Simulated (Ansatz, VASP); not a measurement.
CdTe in VASP and in Ansatz

File INCAR:

```
ALGO = Normal ; EDIFF = 1E-6
ENCUT = 520 ; GGA = PS
ISIF = 2 ; ISMEAR = -1
LASPH = T ; LCHARG = F
LREAL = F ; LWAVE = F
NBANDS = 16 ; NELM = 100
PREC = Accurate ; SIGMA = 0.05
```

File KPOINTS:

```
k-points
0
Gamma
  12 12 12
```

Contents of POSCAR:

```
CdTe
1.0
    0.0000000000      3.0124682059      3.0124682059
    3.0124682059      0.0000000000      3.0124682059
    3.0124682059      3.0124682059      0.0000000000
Cd Te
1 1
Direct
    0.0000000000      0.0000000000      0.0000000000
    0.2500000000      0.2500000000      0.2500000000
```

Input for Ansatz:

```yaml
crystal:
  lattice:
    - [0.0, 3.0124682059, 3.0124682059]
    - [3.0124682059, 0.0, 3.0124682059]
    - [3.0124682059, 3.0124682059, 0.0]
  atoms:
    - { symbol: Cd, position: [0.0, 0.0, 0.0] }
    - { symbol: Te, position: [0.25, 0.25, 0.25] }
kpoints:
  mp_grid: { grid: [12, 12, 12] }
scf:
  occupations: { method: fermi_dirac, width: 0.05 }
hamiltonian:
  xc: pbesol
  pseudopotentials: { kind: paw }
output:
  forces: true
  stress: true
  eigenvalues: true
  populations: true
```

Change from the starting cell: volume scaled by 0.8, PAW files.

Alike in both runs: task single point; functional PBEsol; k mesh 12 × 12 × 12; occupations fermi-dirac, width 0.05 eV; no spin polarisation.

|  | VASP | Ansatz |
| --- | --- | --- |
| version | VASP 6.6.1 | Ansatz 0.2.0 |
| potentials or method | VASP PAW PBE potentials, release 64 (Cd, Te) | PAW with Ansatz's default frozen-core files, scalar-relativistic |
| plane-wave cutoff (eV) | 520 | 420 |
| valence electrons in the cell | 18 | 36 |

Ansatz gave:

| Quantity | Value |
| --- | --- |
| pressure (GPa) | 15.7 |

Problem. What did VASP give for the same quantities?

Solution. Pressure (GPa): 16.1.

VASP's potentials were made for PBE, not for PBEsol. VASP's potentials hold 18 valence electrons a cell and Ansatz's 36, so a difference there can come from the potentials and not from the codes.

Spin-orbit coupling is off throughout.
